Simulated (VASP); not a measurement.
A run of VASP 6.6.1 is set up as follows.

INCAR

```
SYSTEM = Si
PREC = Accurate
ENCUT = 520
EDIFF = 1E-7
ISMEAR = -1
SIGMA = 0.1
LREAL = .False.
LASPH = .True.
NELM = 100
ALGO = Normal
ISIF = 2
LWAVE = .False.
LCHARG = .False.
GGA = CA
NBANDS = 11
```

KPOINTS

```
Automatic mesh
0
Gamma
  16 16 8
  0 0 0
```

POSCAR

```
Si
1.0
    2.6491984427      0.0000000000      0.0000000000
   -1.3245992213      2.2942731510      0.0000000000
    0.0000000000      0.0000000000      4.5477630615
Si
2
Direct
    0.3333333333      0.6666666667      0.2500000000
    0.6666666667      0.3333333333      0.7500000000
```

Potentials or basis: VASP PAW LDA potentials, release 64 (Si).

Run with:

```console
$ cat potpaw_LDA.64/Si/POTCAR > POTCAR
$ mpirun -np 1 vasp_std > vasp.out
```

Predict the band gap on the k mesh.

zero (band 4 reaches 20.00 eV, above the bottom of band 5 at 7.47 eV).

Predict the pressure.

0.1 GPa.
